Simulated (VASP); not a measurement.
# Ir: single point with PBEsol

The system is Ir.

```xyz
4
Lattice="2.6742 0.0000 0.0000 -1.3371 2.3159 0.0000 0.0000 0.0000 8.7359" Properties=species:S:1:pos:R:3 pbc="T T T"
Ir    0.0000    0.0000    0.0000
Ir    0.0000    0.0000    4.3680
Ir    0.0000    1.5439    2.1840
Ir    1.3371    0.7720    6.5520
```

This isn't the form of Ir at room conditions, which is fcc.

```json
{
  "Program": "VASP 6.6.1",
  "Task": "single point",
  "Functional": "PBEsol",
  "Potentials or basis": "VASP PAW PBE potentials, release 64 (Ir_sv_GW)",
  "Cutoff": "560 eV",
  "k mesh": "15 × 15 × 4",
  "Occupations": "fermi-dirac, width 0.1 eV",
  "Spin": "no spin polarisation",
  "Dipole correction": "no",
  "Further INCAR settings": "ALGO = Normal; EDIFF = 1e-06; NBANDS = 42"
}
```

| Quantity | Value |
| --- | --- |
| Pressure | 15.2 GPa |
| Band gap on the k mesh | zero (bands 34 and 35 overlap by 2.75 eV) |

Stress tensor (GPa, compression positive):
```
15.10  0.00  0.00
 0.00 15.10  0.00
 0.00  0.00 15.29
```

Levels at points of the mesh, in eV from the Fermi level:
| k point | band 32 | band 33 | band 34 | band 35 | band 36 | band 37 |
| --- | --- | --- | --- | --- | --- | --- |
| (0.00, 0.00, 0.00) | -1.92 | -1.92 | -1.12 | -1.12 | -0.94 | -0.36 |
| (0.00, 0.00, 0.50) | -2.91 | -1.49 | -1.49 | -1.49 | -1.49 | 0.23 |

It took 2.9 min on 1 thread of Intel(R) Xeon(R) Platinum 8259CL CPU @ 2.50GHz (Skylake/Cascade Lake), with other jobs on the host, peak memory 0.3 GiB.

Caveat: the cell stands under pressure; the PAW data sets were made with another functional, which shifts forces and pressure a little; spin-orbit coupling is left out, which moves the levels of the heavy elements.
